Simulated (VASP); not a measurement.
A run of VASP 6.6.1 is set up as follows.

Contents of INCAR:

```
SYSTEM = Cs3Sc
ALGO     = Normal         ! electronic algorithm
EDIFF    = 1E-7           ! SCF threshold, eV
EDIFFG   = -0.04          ! ionic threshold
ENCUT    = 600            ! plane-wave cutoff, eV
GGA      = PE             ! functional
IBRION   = 2              ! ionic algorithm
ISIF     = 3              ! what is computed and relaxed
ISMEAR   = 0              ! smearing method
LASPH    = .True.         ! aspherical terms in the spheres
LCHARG   = .False.        ! write CHGCAR
LREAL    = .False.        ! projectors in reciprocal space
LWAVE    = .False.        ! write WAVECAR
NELM     = 100            ! most SCF steps
NSW      = 90             ! ionic steps
PREC     = Accurate       ! precision mode
SIGMA    = 0.1            ! smearing width, eV
```

File KPOINTS:

```
k-points
0
Gamma
  4 4 4
  0 0 0
```

Contents of POSCAR:

```
Cs3Sc
1.0
   -3.1991113600      3.1991113600      3.1991113600
    3.1991113600     -3.1991113600      3.1991113600
    3.1991113600      3.1991113600     -3.1991113600
Cs Sc
3 1
Direct
    0.0000000000      0.5000000000      0.5000000000
    0.5000000000      0.0000000000      0.5000000000
    0.5000000000      0.5000000000      0.0000000000
    0.0000000000      0.0000000000      0.0000000000
```

Potentials or basis: VASP PAW PBE potentials, release 64 (Cs_sv, Sc_sv).

The run is started by

```sh
$ cat potpaw_PBE.64/Cs_sv/POTCAR potpaw_PBE.64/Sc_sv/POTCAR > POTCAR
$ mpirun -np 1 vasp_std > vasp.out
```

**Question.** Estimate the relaxed cell.

**Answer.** a = 7.350 Å, b = 7.350 Å, c = 7.350 Å, α = 109.47°, β = 109.47°, γ = 109.47°.

**Question.** What does it give for the relaxed volume?

**Answer.** 76.43 Å³/atom.

Final structure:
```cif
data_structure
_symmetry_space_group_name_H-M 'P 1'
_symmetry_Int_Tables_number 1
_cell_length_a 7.3505
_cell_length_b 7.3505
_cell_length_c 7.3505
_cell_angle_alpha 109.471
_cell_angle_beta 109.471
_cell_angle_gamma 109.471
_cell_volume 305.72
loop_
_atom_site_label
_atom_site_type_symbol
_atom_site_fract_x
_atom_site_fract_y
_atom_site_fract_z
_atom_site_occupancy
Cs1 Cs 0.00000 0.50000 0.50000 1
Cs2 Cs 0.50000 0.00000 0.50000 1
Cs3 Cs 0.50000 0.50000 0.00000 1
Sc1 Sc 0.00000 0.00000 0.00000 1
```

Caveat: the volume moved by over 15 % at a fixed basis, so the end points are rough.
